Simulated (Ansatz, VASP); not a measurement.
CoO in VASP and in Ansatz

File INCAR:

```
ALGO = Normal
EDIFF = 1E-8
ENCUT = 520
GGA = PE
ISIF = 2
ISMEAR = -1
ISPIN = 2
LASPH = T
LCHARG = F
LEFG = T
LMAXMIX = 4
LORBIT = 11
LREAL = F
LWAVE = F
MAGMOM = 2 0
NBANDS = 18
NELM = 150
PREC = Accurate
SIGMA = 0.05
```

The input KPOINTS:

```
k-points
0
Gamma
  15 15 15
```

Contents of POSCAR:

```
CoO
1.0
    0.0000000000      2.1733047310      2.1733047310
    2.1733047310      0.0000000000      2.1733047310
    2.1733047310      2.1733047310      0.0000000000
Co O
1 1
Direct
    0.0000000000      0.0000000000      0.0000000000
    0.5000000000      0.5000000000      0.5000000000
```

Input for Ansatz:

```yaml
crystal:
  lattice:
    - [0.0, 2.173304731, 2.173304731]
    - [2.173304731, 0.0, 2.173304731]
    - [2.173304731, 2.173304731, 0.0]
  atoms:
    - { symbol: Co, position: [0.0, 0.0, 0.0], spin: 2.0 }
    - { symbol: O, position: [0.5, 0.5, 0.5] }
magnetization:
  spin_polarized: true
kpoints:
  mp_grid: { grid: [15, 15, 15] }
scf:
  occupations: { method: fermi_dirac, width: 0.05 }
hamiltonian:
  xc: pbe
  pseudopotentials: { kind: paw }
output:
  forces: true
  stress: true
  eigenvalues: true
  efg: { contact_densities: true }
```

Change from the starting cell: volume scaled by 1.06, PAW files.

Alike in both runs: task electric field gradients; functional PBE; k mesh 15 × 15 × 15; occupations fermi-dirac, width 0.05 eV; collinear spin.

|  | VASP | Ansatz |
| --- | --- | --- |
| version | VASP 6.6.1 | Ansatz 0.2.0 |
| potentials or method | VASP PAW PBE potentials, release 64 (Co, O) | PAW with Ansatz's default frozen-core files, scalar-relativistic |
| plane-wave cutoff (eV) | 520 | 420 |
| valence electrons in the cell | 15 | 23 |

Ansatz gave:

- pressure (GPa): -10.6
- net moment per atom (μB): 1.50
- size of the moment on the site where the two differ most (μB): 2.55

Problem. Estimate VASP's values.

Solution. Pressure (GPa): -10.9; net moment per atom (μB): 1.49; size of the moment on the site where the two differ most (μB): 2.62.

Site moments also hang on the region over which each program counts them. With one functional, cell and mesh, what is left measures potentials, basis and numerics. VASP's potentials hold 15 valence electrons a cell and Ansatz's 23, so a difference there can come from the potentials and not from the codes.
